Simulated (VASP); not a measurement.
A run of VASP 6.6.1:

INCAR

```
SYSTEM = CaScB2
PREC     = Accurate       ! precision mode
ENCUT    = 600            ! plane-wave cutoff, eV
EDIFF    = 1E-6           ! SCF threshold, eV
ISMEAR   = 0              ! smearing method
SIGMA    = 0.1            ! smearing width, eV
LREAL    = .False.        ! projectors in reciprocal space
LASPH    = .True.         ! aspherical terms in the spheres
NELM     = 100            ! most SCF steps
ALGO     = Normal         ! electronic algorithm
ISIF     = 3              ! what is computed and relaxed
LWAVE    = .False.        ! write WAVECAR
LCHARG   = .False.        ! write CHGCAR
GGA      = PE             ! functional
IBRION   = 2              ! ionic algorithm
NSW      = 100            ! ionic steps
EDIFFG   = -0.01          ! ionic threshold
```

Contents of KPOINTS:

```
Automatic mesh
0
Gamma
  10 10 14
  0 0 0
```

File POSCAR:

```
CaScB2
1.0
    4.3623903364      0.0000000000      0.0000000000
    0.0000000000      4.3623903364      0.0000000000
    0.0000000000      0.0000000000      3.1376549444
Ca Sc B
1 1 2
Direct
    0.5000000000      0.5000000000      0.5000000000
    0.0000000000      0.0000000000      0.5000000000
    0.0000000000      0.5000000000      0.0000000000
    0.5000000000      0.0000000000      0.0000000000
```

Potentials or basis: VASP PAW PBE potentials, release 64 (Ca_sv, Sc_sv, B).

Run with:

```console
$ cat potpaw_PBE.64/Ca_sv/POTCAR potpaw_PBE.64/Sc_sv/POTCAR potpaw_PBE.64/B/POTCAR > POTCAR
$ mpirun -np 1 vasp_std > vasp.out
```

Hardware: 1 thread of Intel(R) Xeon(R) 6975P-C (Granite Rapids) (shared host).

**Question.** Estimate the wall time of this run.

**Answer.** Run time: 6.7 min on 1 thread of Intel(R) Xeon(R) 6975P-C (Granite Rapids), with other jobs on the host, peak memory 0.4 GiB. Counts: scf iterations 49, k points 168, ion steps 7.
